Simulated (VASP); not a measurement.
## Pd: single point with revPBE

Pd:

```
CELL_PARAMETERS angstrom
0.00000 2.59810 2.59810
2.59810 0.00000 2.59810
2.59810 2.59810 0.00000
ATOMIC_POSITIONS crystal
Pd 0.00000 0.00000 0.00000
Pd 0.50000 0.50000 0.50000
```

This isn't the form of Pd at room conditions, which is fcc.

| Property | Result |
| --- | --- |
| Program | VASP 6.6.1 |
| Task | single point |
| Functional | revPBE |
| Potentials or basis | VASP PAW PBE potentials, release 64 (Pd) |
| Cutoff | 520 eV |
| k mesh | 12 × 12 × 12 |
| Occupations | fermi-dirac, width 0.05 eV |
| Spin | collinear spin |
| Starting moments | [0.5, -0.5] μB |

The pressure is 4.9 GPa. The band gap on the k mesh is zero (filled and empty bands overlap) and the net moment is 0.00 μB per cell. The valence electrons inside the program's atomic spheres are Pd 9.38.

Levels at points of the mesh, in eV from the Fermi level:
Spin up:
| k point | band 7 | band 8 | band 9 | band 10 | band 11 | band 12 | band 13 | band 14 |
| --- | --- | --- | --- | --- | --- | --- | --- | --- |
| (0.00, 0.00, 0.00) | 0.01 | 0.01 | 0.01 | 1.26 | 1.26 | 11.07 | 11.30 | 11.30 |
| (0.50, 0.00, 0.00) | -1.63 | -1.63 | -1.63 | -1.63 | 0.65 | 0.65 | 13.24 | 13.24 |
| (0.50, 0.50, 0.00) | -1.26 | -1.26 | 0.15 | 0.42 | 1.16 | 4.94 | 5.60 | 5.60 |
Spin down:
```csv
k point,band 7,band 8,band 9,band 10,band 11,band 12,band 13,band 14
"(0.00, 0.00, 0.00)",0.01,0.01,0.01,1.26,1.26,11.07,11.30,11.30
"(0.50, 0.00, 0.00)",-1.63,-1.63,-1.63,-1.63,0.65,0.65,13.24,13.24
"(0.50, 0.50, 0.00)",-1.26,-1.26,0.15,0.42,1.16,4.94,5.60,5.60
```

Run time: 2.6 min on 1 thread of Intel Xeon 8259CL (shared host), peak memory 0.22 GiB.

Caveat: the cell stands under pressure; the PAW data sets were made with another functional, which shifts forces and pressure a little.
